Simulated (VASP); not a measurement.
Write the native input for VASP 6.6.1 that does the following.

| Item | Value |
| --- | --- |
| Task | single point |
| Functional | PBEsol |
| Potentials or basis | VASP PAW PBE potentials, release 64 (Mg) |
| Cutoff | 520 eV |
| k mesh | 12 × 12 × 7 |
| Occupations | fermi-dirac, width 0.08 eV |
| Spin | no spin polarisation |
| Dipole correction | no |
| Further INCAR settings | ALGO = Normal; EDIFF = 1e-07; NBANDS = 9 |

The structure of Mg lies in POSCAR:

```
Mg
1.0
    3.2092715325      0.0000000000      0.0000000000
   -1.6046357662      2.7793106748      0.0000000000
    0.0000000000      0.0000000000      5.1061234000
Mg
2
Direct
    0.3333333333      0.6666666667      0.2500000000
    0.6666666667      0.3333333333      0.7500000000
```

This cell differs from its parent crystal: zz strain of -2 %.

These files were run (other wordings do the same):

INCAR

```
ALGO = Normal ; EDIFF = 1E-7
ENCUT = 520 ; GGA = PS
ISIF = 2 ; ISMEAR = -1
LASPH = T ; LCHARG = F
LREAL = F ; LWAVE = F
NBANDS = 9 ; NELM = 60
PREC = Accurate ; SIGMA = 0.08
```

KPOINTS

```
k-points
0
Gamma
  12 12 7
```

Potentials or basis: VASP PAW PBE potentials, release 64 (Mg).

The run is started by

```console
$ cat potpaw_PBE.64/Mg/POTCAR > POTCAR
$ mpirun -np 1 vasp_std > vasp.out
```

It gave:

- Pressure: -0.5 GPa
- Band gap on the k mesh: zero (band 2 reaches 3.58 eV, above the bottom of band 3 at 1.59 eV)

Caveat: the cell differs from its parent crystal (zz strain of -2 %); the PAW data sets were made with another functional, which shifts forces and pressure a little.

Wall time 10 s on 1 thread of Intel(R) Xeon(R) Platinum 8559C (Emerald Rapids), on a shared host, peak memory 0.17 GiB.
